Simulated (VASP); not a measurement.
**KMgF3: single point with PBEsol**

Crystal: KMgF3.

```
K Mg F
1.0
     4.20778    0.00000    0.00000
     0.00000    4.20778    0.00000
     0.00000    0.00000    3.57662
K Mg F
1 1 3
Direct
  0.50000 0.50000 0.50000
  0.00000 0.00000 0.00000
  0.50000 0.00000 0.00000
  0.00000 0.50000 0.00000
  0.00000 0.00000 0.50000
```

This cell differs from its parent crystal: ratio of the length along z to the lengths across it x 0.85, volume and fractional coordinates fixed.

- Program: VASP 6.6.1
- Task: single point
- Functional: PBEsol
- Potentials or basis: VASP PAW PBE potentials, release 64 (K_sv, Mg, F)
- Cutoff: 520 eV
- k mesh: 6 × 6 × 6
- Occupations: gaussian, width 0.05 eV
- Spin: no spin polarisation

```
Pressure               : 3.4 GPa
Band gap on the k mesh : 7.05 eV (least direct gap 7.29 eV)
```

Stress tensor (GPa, compression positive):
```
-4.06  0.00  0.00
 0.00 -4.06  0.00
 0.00  0.00 18.25
```

Levels at points of the mesh, in eV from the valence-band top:
| k point | band 14 | band 15 | band 16 | band 17 | band 18 | band 19 |
| --- | --- | --- | --- | --- | --- | --- |
| (0.00, 0.00, 0.00) | -0.28 | -0.28 | -0.23 | 7.05 | 9.62 | 10.35 |
| (0.50, 0.00, 0.00) | -0.51 | -0.49 | -0.40 | 9.64 | 10.07 | 10.66 |
| (0.50, 0.50, 0.00) | -0.64 | -0.64 | -0.13 | 10.61 | 10.89 | 11.98 |
| (0.00, 0.00, 0.50) | -0.84 | -0.51 | -0.51 | 10.46 | 10.47 | 11.85 |
| (0.50, 0.00, 0.50) | -0.70 | -0.66 | -0.08 | 10.66 | 11.95 | 12.35 |
| (0.50, 0.50, 0.50) | -0.06 | 0.00 | 0.00 | 10.14 | 10.14 | 10.32 |

Run time: 94 s on 1 thread of Intel Xeon 8259CL (shared host), peak memory 0.21 GiB.

Caveat: the stress differs along the axes, from -4 to 18 GPa; the PAW data sets were made with another functional, which shifts forces and pressure a little. A k mesh can miss the band edges.
